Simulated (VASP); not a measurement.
# Re (P6_3/mmc) in VASP: notebook

Runs on Re. Level: PBEsol. Tasks: electric field gradients.

Everything below comes from runs of VASP 6.6.1. Logs are shortened: lines on timing, memory, paths and dates and some standing lists are left out, and cuts for length are marked.

## Step 1: The cell of the first run

Symmetry: P6_3/mmc, No. 194, hexagonal system. Conventional cell: a = 2.637 Å, b = 2.637 Å, c = 4.217 Å, α = 90.00°, β = 90.00°, γ = 120.00°. Within 3.4 Å of Re (site symmetry -6m2) lie 12 Re at 2.60 to 2.64 Å.

## Step 2: Electric field gradients, PBEsol (12.70 Å³/atom)

File INCAR:

```
ALGO = Normal
EDIFF = 1E-8
ENCUT = 520
GGA = PS
ISIF = 2
ISMEAR = -1
LASPH = T
LCHARG = F
LEFG = T
LREAL = F
LWAVE = F
NBANDS = 14
NELM = 100
PREC = Accurate
SIGMA = 0.05
```

File KPOINTS:

```
k-points
0
Gamma
  18 18 10
```

File POSCAR:

```
Re
1.0
    2.6371536987      0.0000000000      0.0000000000
   -1.3185768494      2.2838420967      0.0000000000
    0.0000000000      0.0000000000      4.2167694387
Re
2
Direct
    0.3333333333      0.6666666667      0.2500000000
    0.6666666667      0.3333333333      0.7500000000
```

Potentials or basis: VASP PAW PBE potentials, release 64 (Re).

The run is started by

```bash
> cat potpaw_PBE.64/Re/POTCAR > POTCAR
> mpirun -np 1 vasp_std > vasp.out
```

OUTCAR:

```text
EDIFF = 1E-8
   ENCUT = 520
   GGA = PS
   ISIF = 2
   ISMEAR = -1
   LASPH = T
   LREAL = F
   NELM = 100
   PREC = Accurate

 ion  position               nearest neighbor table
   1  0.333  0.667  0.250-   2 2.60   2 2.60   2 2.60   2 2.60   2 2.60   2 2.60
   2  0.667  0.333  0.750-   1 2.60   1 2.60   1 2.60   1 2.60   1 2.60   1 2.60

  LATTYP: Found a hexagonal cell.
 ALAT       =     2.6371536987
 C/A-ratio  =     1.5989850879

  Lattice vectors:

 A1 = (   2.6371536987,   0.0000000000,   0.0000000000)
 A2 = (  -1.3185768494,   2.2838420967,   0.0000000000)
 A3 = (   0.0000000000,   0.0000000000,   4.2167694387)

Analysis of symmetry for initial positions (statically):
=====================================================================
 Subroutine PRICEL returns:
 Original cell was already a primitive cell.

 Routine SETGRP: Setting up the symmetry group for a
 hexagonal supercell.

 Subroutine GETGRP returns: Found 24 space group operations
 (whereof 12 operations were pure point group operations)
 out of a pool of 24 trial point group operations.

The static configuration has the point symmetry D_3d.
 The point group associated with its full space group is D_6h.

Analysis of symmetry for dynamics (positions and initial velocities):
=====================================================================
 Subroutine PRICEL returns:
 Original cell was already a primitive cell.

 Routine SETGRP: Setting up the symmetry group for a
 hexagonal supercell.

 Subroutine GETGRP returns: Found 24 space group operations
 (whereof 12 operations were pure point group operations)
 out of a pool of 24 trial point group operations.

The dynamic configuration has the point symmetry D_3d.
 The point group associated with its full space group is D_6h.

 Subroutine INISYM returns: Found 24 space group operations
 (whereof 12 operations are pure point group operations),
 and found     1 'primitive' translations

----------------------------------------------------------------------------------------

                                     Primitive cell

  volume of cell :      25.3969

  direct lattice vectors                    reciprocal lattice vectors
     2.637153699  0.000000000  0.000000000     0.379196708  0.218929321  0.000000000
    -1.318576849  2.283842097  0.000000000     0.000000000  0.437858642  0.000000000
     0.000000000  0.000000000  4.216769439     0.000000000  0.000000000  0.237148370

  length of vectors
     2.637153699  2.637153699  4.216769439     0.437858642  0.437858642  0.237148370

  position of ions in fractional coordinates (direct lattice)
     0.333333333  0.666666667  0.250000000
     0.666666667  0.333333333  0.750000000

  ion indices of the primitive-cell ions
   primitive index   ion index
                 1           1
                 2           2

----------------------------------------------------------------------------------------

 KPOINTS: k-points

Automatic generation of k-mesh.
 Grid dimensions read from file:
 generate k-points for:   18   18   10

 Generating k-lattice:

  Cartesian coordinates                     Fractional coordinates (reciprocal lattice)
     0.021066484  0.012162740  0.000000000     0.055555556 -0.000000000  0.000000000
     0.000000000  0.024325480  0.000000000     0.000000000  0.055555556  0.000000000
     0.000000000  0.000000000  0.023714837     0.000000000  0.000000000  0.100000000

  Length of vectors
     0.024325480  0.024325480  0.023714837

  Shift w.r.t. Gamma in fractional coordinates (k-lattice)
     0.000000000  0.000000000  0.000000000

 Subroutine IBZKPT returns following result:
 ===========================================

 Found    222 irreducible k-points:

 Following reciprocal coordinates:
            Coordinates               Weight
[... 35 lines left out ...]
   ISTART =      0    job   : 0-new  1-cont  2-samecut
   ICHARG =      2    charge: 1-file 2-atom 10-const
   ISPIN  =      1    spin polarized calculation?
   LNONCOLLINEAR =      F non collinear calculations
   LSORBIT =      F    spin-orbit coupling
   LASPH  =      T    aspherical Exc in radial PAW
   ENCUT  =  520.0 eV  38.22 Ry    6.18 a.u.   4.90  4.90  7.84*2*pi/ulx,y,z
   NELM   =    100;   NELMIN=  2; NELMDL= -5     # of ELM steps
   EDIFF  = 0.1E-07   stopping-criterion for ELM
   LREAL  =      F    real-space projection
   EDIFFG = 0.1E-06   stopping-criterion for IOM
   NSW    =      0    number of steps for IOM
   IBRION =     -1    ionic relax: 0-MD 1-quasi-New 2-CG
   NFREE  =      0    steps in history (QN), initial steepest desc. (CG)
   ISIF   =      2    stress and relaxation
   ISYM   =      2    0-nonsym 1-usesym 2-fastsym
   POTIM  = 0.5000    time-step for ionic-motion
   TEBEG  =    0.0;   TEEND  =   0.0 temperature during run
   PSTRESS=    0.0 pullay stress
   NELECT =      14.0000    total number of electrons
   NUPDOWN=      -1.0000    fix difference up-down
   EMIN   =  10.00;   EMAX   =-10.00  energy-range for DOS
   EFERMI =   0.00;   METHOD = LEGACY
   ISMEAR =    -1;   SIGMA  =   0.05  broadening in eV -4-tet -1-fermi 0-gaus
   EFERMI_NEDOS =   21; number of points for ismear=-14 and -15
   IALGO  =     38    algorithm
   IMIX   =      4    mixing-type and parameters
     AMIX     =   0.40;   BMIX     =  1.00
     AMIX_MAG =   1.60;   BMIX_MAG =  1.00
  volume/ion in A,a.u.               =      12.70        85.69
  Fermi-wavevector in a.u.,A,eV,Ry     =   1.342323  2.536623 24.515402  1.801831
  Thomas-Fermi vector in A             =   2.470486
   LORBIT       =      0    0 simple, 1 ext, 2 COOP (PROOUT), +10 PAW based schemes
   GGA     = PS    functional components
   LHFCALC =     F    Hartree Fock is set to
   AEXX    =    0.0000 exact exchange contribution
   IVDW    =     0    specifies the selected vdW correction
   LEPSILON=     F    determine dielectric tensor
   LRPA    =     F    only Hartree local field effects (RPA)
 non-spin polarized calculation
  energy-cutoff  :      520.00
  volume of cell :       25.40
 maximum number of plane-waves:       705
 NGX is ok and might be reduce to    20
   NGX =  9   NGY =  9   NGZ = 15

 number of electron      14.0000001 magnetization

 Free energy of the ion-electron system (eV)
  ---------------------------------------------------
  ext. energy  EPLUGINS =         0.00000000
  ---------------------------------------------------
  free energy    TOTEN  =       -25.97893374 eV

  energy without entropy =      -25.96767997  energy(sigma->0) =      -25.97330686

 E-fermi :   9.6396     XC(G=0): -14.6355

 val. band max:        9.6100407111   @ k =   0.3333   0.0556   0.4000
 cond. band min:       9.6451140271   @ k =   0.0556   0.0556   0.1000
 fundamental gap:      0.0350733160
 Fermi energy:         9.6396336296

 k-point     1 :       0.0000    0.0000    0.0000
  band No.  band energies     occupation
      1      -1.2593      2.00000
      2       1.8407      2.00000
      3       7.5886      2.00000
      4       7.5886      2.00000
      5       7.7826      2.00000
      6       8.6896      2.00000
      7       8.6896      2.00000
      8       9.7141      0.36789
      9       9.7141      0.36789
     10      10.8391      0.00000
     11      13.7297      0.00000
     12      13.7297      0.00000
     13      21.8029      0.00000
     14      23.9191      0.00000
[... 377 lines left out ...]
      1       2.8913      2.00000
      2       3.3180      2.00000
      3       3.3485      2.00000
      4       6.9586      2.00000
      5       7.1768      2.00000
      6       8.1185      2.00000
      7       8.9994      1.99999
      8      13.6176      0.00000
      9      14.2953      0.00000
     10      14.8464      0.00000
     11      16.6040      0.00000
     12      19.7765      0.00000
     13      21.6336      0.00000
     14      22.2965      0.00000

 [... further k-points ...]

------------------------ aborting loop because EDIFF is reached ----------------------------------------

  FORCE on cell =-STRESS in cart. coord.  units (eV):
  Direction    XX          YY          ZZ          XY          YZ          ZX
  --------------------------------------------------------------------------------------
  -------------------------------------------------------------------------------------
  Total       11.3389495     11.3389495     12.5038650     -0.0000000      0.0000000      0.0000000
  in kB      715.3227391    715.3227391    788.8119582     -0.0000000      0.0000000      0.0000000
  external PRESSURE =     739.8191454 kB  Pullay stress =       0.0000000 kB

 VOLUME and BASIS-vectors are now :
 -----------------------------------------------------------------------------
  energy-cutoff  :      520.00
  volume of cell :       25.40
      direct lattice vectors                 reciprocal lattice vectors
     2.637153699  0.000000000  0.000000000     0.379196708  0.218929321  0.000000000
    -1.318576849  2.283842097  0.000000000     0.000000000  0.437858642  0.000000000
     0.000000000  0.000000000  4.216769439     0.000000000  0.000000000  0.237148370

 POSITION                                       TOTAL-FORCE (eV/Angst)
 -----------------------------------------------------------------------------------
     -0.00000      1.52256      1.05419         0.000000      0.000000      0.000000
      1.31858      0.76128      3.16258        -0.000000     -0.000000      0.000000
 -----------------------------------------------------------------------------------
    total drift:                                0.000000      0.000000     -0.000000

  FREE ENERGIE OF THE ION-ELECTRON SYSTEM (eV)
  ---------------------------------------------------
  free  energy   TOTEN  =       -25.9789337422 eV

  energy  without entropy=      -25.9676799712  energy(sigma->0) =      -25.97330686

 Electric field gradients (V/A^2)
---------------------------------------------------------------------
 ion       V_xx      V_yy      V_zz      V_xy      V_xz      V_yz
---------------------------------------------------------------------
   1      52.852    52.853  -105.705     0.000     0.000    -0.000
   2      52.852    52.853  -105.705     0.000    -0.000     0.000
---------------------------------------------------------------------

 Electric field gradients after diagonalization (V/A^2)
 (convention: |V_zz| > |V_xx| > |V_yy|)
----------------------------------------------------------------------
 ion       V_xx      V_yy      V_zz     asymmetry (V_yy - V_xx)/ V_zz
----------------------------------------------------------------------
   1      52.853    52.852  -105.705       0.000
   2      52.853    52.852  -105.705       0.000
----------------------------------------------------------------------

           NMR quadrupolar parameters

 Cq : quadrupolar parameter    Cq=e*Q*V_zz/h
 eta: asymmetry parameters     (V_yy - V_xx)/ V_zz
 Q  : nuclear electric quadrupole moment in mb (millibarn)
----------------------------------------------------------------------
 ion       Cq(MHz)       eta       Q (mb)
----------------------------------------------------------------------
   1      -0.256       0.000       1.000
   2      -0.256       0.000       1.000
----------------------------------------------------------------------
```

Run time: 1.8 min. Hardware: 1 thread of Intel Xeon 8259CL, shared host; peak memory 0.19 GiB.

What came out:

| Item | Value |
| --- | --- |
| Free energy | -25.9789 eV |
| Pressure | 74.0 GPa |
| Band gap on the k mesh | zero (bands 7 and 8 overlap by 4.27 eV) |
| Largest electric field gradient by atom | Re -105.7 V/Å² |

Electric field gradients, principal values (V/Å²):
| atom | least | middle | greatest (by size) |
| --- | --- | --- | --- |
| 1 Re | 52.852 | 52.853 | -105.705 |
| 2 Re | 52.852 | 52.853 | -105.705 |

Caveat: the stress differs along the axes, from 72 to 79 GPa; without QUAD_EFG the Cq values of the log hold for a quadrupole moment of 1 mb, not for the nuclei; the PAW data sets were made with another functional, which shifts forces and pressure a little; spin-orbit coupling is left out, which moves the levels of the heavy elements.

[end of part 1 of 3]

The gap in the log of VASP goes by the Fermi energy; the results here count the filled bands.